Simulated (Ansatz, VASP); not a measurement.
## Two plane-wave programs on PbSe

The input INCAR:

```
SYSTEM = PbSe
ALGO = Normal ; EDIFF = 1E-6
ENCUT = 520 ; GGA = PS
ISIF = 2 ; ISMEAR = 0
LASPH = .True. ; LCHARG = .True.
LELF = .True. ; LREAL = .False.
LVHAR = .True. ; LWAVE = .False.
NBANDS = 17 ; NELM = 80
PREC = Accurate ; SIGMA = 0.01
```

KPOINTS

```
k-points
0
Gamma
  4 4 4
  0 0 0
```

The input POSCAR:

```
PbSe
1.0
    0.0000000000      3.4232041400      3.4232041400
    3.4232041400      0.0000000000      3.4232041400
    3.4232041400      3.4232041400      0.0000000000
Pb Se
1 1
Direct
    0.0000000000      0.0000000000      0.0000000000
    0.2500000000      0.2500000000      0.2500000000
```

Input for Ansatz:

```yaml
crystal:
  lattice:
    - [0.0, 3.42320414, 3.42320414]
    - [3.42320414, 0.0, 3.42320414]
    - [3.42320414, 3.42320414, 0.0]
  atoms:
    - { symbol: Pb, position: [0.0, 0.0, 0.0] }
    - { symbol: Se, position: [0.25, 0.25, 0.25] }
kpoints:
  mp_grid: { grid: [4, 4, 4] }
hamiltonian:
  xc: pbesol
scf:
  occupations: { method: fixed }
  n_extra_bands: 4
  mixing: { ndim: 30 }
  max_iter: 80
output:
  forces: true
  stress: true
  eigenvalues: true
```

Alike in both runs: task single point; functional PBEsol; k mesh 4 × 4 × 4; no spin polarisation.

|  | VASP | Ansatz |
| --- | --- | --- |
| version | VASP 6.6.1 | Ansatz 0.2.0 |
| potentials or method | VASP PAW PBE potentials, release 64 (Pb_d, Se) | plane waves |
| plane-wave cutoff (eV) | 520 | 420 |
| occupations | gaussian, width 0.01 eV | fixed |
| valence electrons in the cell | 20 | 30 |

|  | VASP | Ansatz | Ansatz less VASP |
| --- | --- | --- | --- |
| gap on the k mesh at the Fermi level (eV) | 0.54 | 0.54 | 0.000 |
| pressure (GPa) | -1.0 | -0.9 | +0.01 |

VASP's potentials were made for PBE, not for PBEsol. VASP's potentials hold 20 valence electrons a cell and Ansatz's 30, so a difference there can come from the potentials and not from the codes.

Neither program's run includes spin-orbit coupling.
